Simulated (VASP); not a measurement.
# Te2Mo in VASP: single point with r2SCAN

Aim: the single point of Te2Mo with r2SCAN.

All numbers are computed with VASP 6.6.1; they aren't measurements. Logs are shortened: lines on timing, memory, paths and dates and some standing lists are left out, and cuts for length are marked.

## 1. The cell of the first run

The cell holds a slab with vacuum, 6 atoms: a = 3.560 Å, b = 3.560 Å, c = 24.811 Å, α = 90.00°, β = 90.00°, γ = 120.00°.

## 2. Single point, r2SCAN

POSCAR

```
Te2Mo
1.0
    3.5603917377      0.0000000000      0.0000000000
   -1.7801958688      3.0833896922      0.0000000000
    0.0000000000      0.0000000000     24.8112624000
Te Mo
4 2
Direct
    0.3333333333      0.6666666667      0.2236394800
    0.6666666667      0.3333333333      0.9206288600
    0.6666666667      0.3333333333      0.7763605200
    0.3333333333      0.6666666667      0.0793711400
    0.6666666667      0.3333333333      0.1515414900
    0.3333333333      0.6666666667      0.8484585100
```

INCAR.step1

```
PREC = Accurate ; ENCUT = 520
ISMEAR = 0 ; SIGMA = 0.01
LREAL = False ; LASPH = True
NELM = 80 ; NBANDS = 35
GGA = PE ; ALGO = Normal
EDIFF = 1E-4 ; LWAVE = True
LCHARG = False ; KPAR = 4
```

INCAR.step2

```
PREC = Accurate ; ENCUT = 520
EDIFF = 1E-7 ; ISMEAR = 0
SIGMA = 0.01 ; LREAL = False
LASPH = True ; NELM = 80
ALGO = Normal ; ISIF = 2
LWAVE = False ; LCHARG = True
METAGGA = R2SCAN ; LMIXTAU = True
LVHAR = True ; NBANDS = 35
ISTART = 1 ; KPAR = 4
```

KPOINTS

```
Automatic mesh
0
Gamma
  12 12 2
```

Potentials or basis: VASP PAW PBE potentials, release 64 (Te, Mo_sv).

Launch:

```
> cat potpaw_PBE.64/Te/POTCAR potpaw_PBE.64/Mo_sv/POTCAR > POTCAR
> cp INCAR.step1 INCAR
> mpirun -np 4 vasp_std > vasp.out
> cp INCAR.step2 INCAR
> mpirun -np 4 vasp_std > vasp.out
```

OUTCAR:

```text
PREC = Accurate
   ENCUT = 520
   EDIFF = 1E-7
   ISMEAR = 0
   LREAL = False
   LASPH = True
   NELM = 80
   ISIF = 2
   METAGGA = R2SCAN
   ISTART = 1

 ion  position               nearest neighbor table
   1  0.333  0.667  0.224-   5 2.72   5 2.72   5 2.72   4 3.58
   2  0.667  0.333  0.921-   6 2.73   6 2.73   6 2.73   3 3.58
   3  0.667  0.333  0.776-   6 2.72   6 2.72   6 2.72   2 3.58
   4  0.333  0.667  0.079-   5 2.73   5 2.73   5 2.73   1 3.58
   5  0.667  0.333  0.152-   1 2.72   1 2.72   1 2.72   4 2.73   4 2.73   4 2.73
   6  0.333  0.667  0.848-   3 2.72   3 2.72   3 2.72   2 2.73   2 2.73   2 2.73

  LATTYP: Found a hexagonal cell.
 ALAT       =     3.5603917377
 C/A-ratio  =     6.9686889050

  Lattice vectors:

 A1 = (   3.5603917377,   0.0000000000,   0.0000000000)
 A2 = (  -1.7801958688,   3.0833896922,   0.0000000000)
 A3 = (   0.0000000000,   0.0000000000,  24.8112624000)

Analysis of symmetry for initial positions (statically):
=====================================================================
 Subroutine PRICEL returns:
 Original cell was already a primitive cell.

 Routine SETGRP: Setting up the symmetry group for a
 hexagonal supercell.

 Subroutine GETGRP returns: Found 12 space group operations
 (whereof 12 operations were pure point group operations)
 out of a pool of 24 trial point group operations.

The static configuration has the point symmetry D_3d.

Analysis of symmetry for dynamics (positions and initial velocities):
=====================================================================
 Subroutine PRICEL returns:
 Original cell was already a primitive cell.

 Routine SETGRP: Setting up the symmetry group for a
 hexagonal supercell.

 Subroutine GETGRP returns: Found 12 space group operations
 (whereof 12 operations were pure point group operations)
 out of a pool of 24 trial point group operations.

The dynamic configuration has the point symmetry D_3d.

 Subroutine INISYM returns: Found 12 space group operations
 (whereof 12 operations are pure point group operations),
 and found     1 'primitive' translations

----------------------------------------------------------------------------------------

                                     Primitive cell

  volume of cell :     272.3799

  direct lattice vectors                    reciprocal lattice vectors
[... 92 lines left out ...]
   LASPH  =      T    aspherical Exc in radial PAW
   ENCUT  =  520.0 eV  38.22 Ry    6.18 a.u.   6.62  6.62 46.13*2*pi/ulx,y,z
   NELM   =     80;   NELMIN=  2; NELMDL=  0     # of ELM steps
   EDIFF  = 0.1E-06   stopping-criterion for ELM
   LREAL  =      F    real-space projection
   EDIFFG = 0.1E-05   stopping-criterion for IOM
   NSW    =      0    number of steps for IOM
   IBRION =     -1    ionic relax: 0-MD 1-quasi-New 2-CG
   NFREE  =      0    steps in history (QN), initial steepest desc. (CG)
   ISIF   =      2    stress and relaxation
   ISYM   =      2    0-nonsym 1-usesym 2-fastsym
   POTIM  = 0.5000    time-step for ionic-motion
   TEBEG  =    0.0;   TEEND  =   0.0 temperature during run
   PSTRESS=    0.0 pullay stress
   NELECT =      52.0000    total number of electrons
   NUPDOWN=      -1.0000    fix difference up-down
   EMIN   =  10.00;   EMAX   =-10.00  energy-range for DOS
   EFERMI =   0.00;   METHOD = LEGACY
   ISMEAR =     0;   SIGMA  =   0.01  broadening in eV -4-tet -1-fermi 0-gaus
   EFERMI_NEDOS =   21; number of points for ismear=-14 and -15
   IALGO  =     38    algorithm
   IMIX   =      4    mixing-type and parameters
     AMIX     =   0.40;   BMIX     =  1.00
     AMIX_MAG =   1.60;   BMIX_MAG =  1.00
  volume/ion in A,a.u.               =      45.40       306.35
  Fermi-wavevector in a.u.,A,eV,Ry     =   0.942651  1.781352 12.090013  0.888591
  Thomas-Fermi vector in A             =   2.070281
   LORBIT       =      0    0 simple, 1 ext, 2 COOP (PROOUT), +10 PAW based schemes
   METAGGA = R2SCAN    functional components
   LHFCALC =     F    Hartree Fock is set to
   AEXX    =    0.0000 exact exchange contribution
   IVDW    =     0    specifies the selected vdW correction
   LEPSILON=     F    determine dielectric tensor
   LRPA    =     F    only Hartree local field effects (RPA)
 non-spin polarized calculation
 Gauss-broadening in eV      SIGMA  =   0.01
  energy-cutoff  :      520.00
  volume of cell :      272.38
 maximum number of plane-waves:      7424
 NGX is ok and might be reduce to    28
   NGX = 13   NGY = 13   NGZ = 93

 number of electron      52.0000000 magnetization

 Free energy of the ion-electron system (eV)
  ---------------------------------------------------
  ext. energy  EPLUGINS =         0.00000000
  ---------------------------------------------------
  free energy    TOTEN  =      -155.60223924 eV

  energy without entropy =     -155.60223924  energy(sigma->0) =     -155.60223924

 E-fermi :   2.1706     XC(G=0):  -6.5310

 val. band max:        2.0776980651   @ k =   0.3333   0.3333   0.0000
 cond. band min:       3.1810974036   @ k =   0.3333   0.3333   0.0000
 fundamental gap:      1.1033993385
 Fermi energy:         2.1705960201

 k-point     1 :       0.0000    0.0000    0.0000
  band No.  band energies     occupation
      1     -60.5808      2.00000
      2     -60.5808      2.00000
      3     -34.0010      2.00000
      4     -34.0010      2.00000
      5     -33.9111      2.00000
      6     -33.9111      2.00000
[... 901 lines left out ...]
     34       5.8943      0.00000
     35       7.8456      0.00000

 [... further k-points ...]
[... 5 lines left out ...]
  --------------------------------------------------------------------------------------
  -------------------------------------------------------------------------------------
  Total        0.1550458      0.1550458      0.0940412      0.0000000      0.0000000     -0.0000000
  in kB        0.9120012      0.9120012      0.5531635      0.0000000      0.0000000     -0.0000000
  external PRESSURE =       0.7923886 kB  Pullay stress =       0.0000000 kB

 VOLUME and BASIS-vectors are now :
 -----------------------------------------------------------------------------
  energy-cutoff  :      520.00
  volume of cell :      272.38
      direct lattice vectors                 reciprocal lattice vectors
     3.560391738  0.000000000  0.000000000     0.280867970  0.162159198  0.000000000
    -1.780195869  3.083389692  0.000000000     0.000000000  0.324318396  0.000000000
     0.000000000  0.000000000 24.811262400     0.000000000  0.000000000  0.040304277

 POSITION                                       TOTAL-FORCE (eV/Angst)
 -----------------------------------------------------------------------------------
     -0.00000      2.05559      5.54878        -0.000000      0.000000      0.029559
      1.78020      1.02780     22.84196        -0.000000      0.000000      0.048808
      1.78020      1.02780     19.26248         0.000000     -0.000000     -0.029559
     -0.00000      2.05559      1.96930         0.000000     -0.000000     -0.048808
      1.78020      1.02780      3.75994        -0.000000      0.000000     -0.002379
     -0.00000      2.05559     21.05133         0.000000     -0.000000      0.002379
 -----------------------------------------------------------------------------------
    total drift:                                0.000000      0.000000      0.000000

  FREE ENERGIE OF THE ION-ELECTRON SYSTEM (eV)
  ---------------------------------------------------
  free  energy   TOTEN  =      -155.6022392373 eV

  energy  without entropy=     -155.6022392373  energy(sigma->0) =     -155.60223924
```

Run time: 18 min. Hardware: 4 MPI ranks of AMD EPYC 7R43 (Zen 3), shared host; peak memory 0.54 GiB.

What came out:

```
Free energy            : -155.6022 eV
Largest force          : 0.049 eV/Å
Band gap on the k mesh : 1.10 eV
```

Forces in eV/Å, atoms in the order of the input:
```
Te   0.000  0.000  0.030
Te   0.000  0.000  0.049
Te   0.000  0.000 -0.030
Te   0.000  0.000 -0.049
Mo   0.000  0.000 -0.002
Mo   0.000  0.000  0.002
```

Caveat: there is no dipole correction, which matters where the two faces differ; the PAW data sets were made with another functional, which shifts forces and pressure a little; spin-orbit coupling is left out, which moves the levels of the heavy elements.
